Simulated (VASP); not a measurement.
Here is a VASP 6.6.1 calculation.

The input INCAR:

```
PREC = Accurate
ENCUT = 520
EDIFF = 1E-6
ISMEAR = 0
SIGMA = 0.1
LREAL = False
LASPH = True
NELM = 150
ALGO = Normal
ISIF = 2
LWAVE = False
LCHARG = True
ISPIN = 2
MAGMOM = 0 0 0 0 0 1
LORBIT = 11
LMAXMIX = 4
LDIPOL = True
IDIPOL = 3
DIPOL = 0.5 0.5 0.370
GGA = PE
LELF = True
LVHAR = True
LVACPOTAV = True
NBANDS = 44
```

KPOINTS

```
regular mesh
0
Gamma
  9 9 1
```

POSCAR

```
Ti5H
1.0
    2.9381632084      0.0000000000      0.0000000000
   -1.4690816042      2.5445239789      0.0000000000
    0.0000000000      0.0000000000     26.2117060745
Ti H
5 1
Direct
    0.6666666667      0.3333333333      0.1526035729
    0.3333333333      0.6666666667      0.2413132777
    0.6666666667      0.3333333333      0.3306032017
    0.3333333333      0.6666666667      0.4219530445
    0.6666666667      0.3333333333      0.5040383879
    1.1111111111     -0.1111111111      0.5673688707
```

Potentials or basis: VASP PAW PBE potentials, release 64 (Ti_sv, H).

Command:

```sh
$ cat potpaw_PBE.64/Ti_sv/POTCAR potpaw_PBE.64/H/POTCAR > POTCAR
$ mpirun -np 1 vasp_std > vasp.out
```

Question: Estimate the net moment.

Answer: -1.00 μB per cell.

Question: Estimate the band gap on the k mesh.

Answer: Zero (filled and empty bands overlap).

Question: What does it give for the largest force?

Answer: 2.110 eV/Å.

Forces in eV/Å, atoms in the order of the input:
```
Ti   0.001  0.000  0.466
Ti   0.003 -0.002 -0.446
Ti  -0.002  0.001  0.030
Ti   0.017 -0.010 -0.455
Ti   0.177 -0.102  2.100
H   -0.197  0.113 -1.696
```
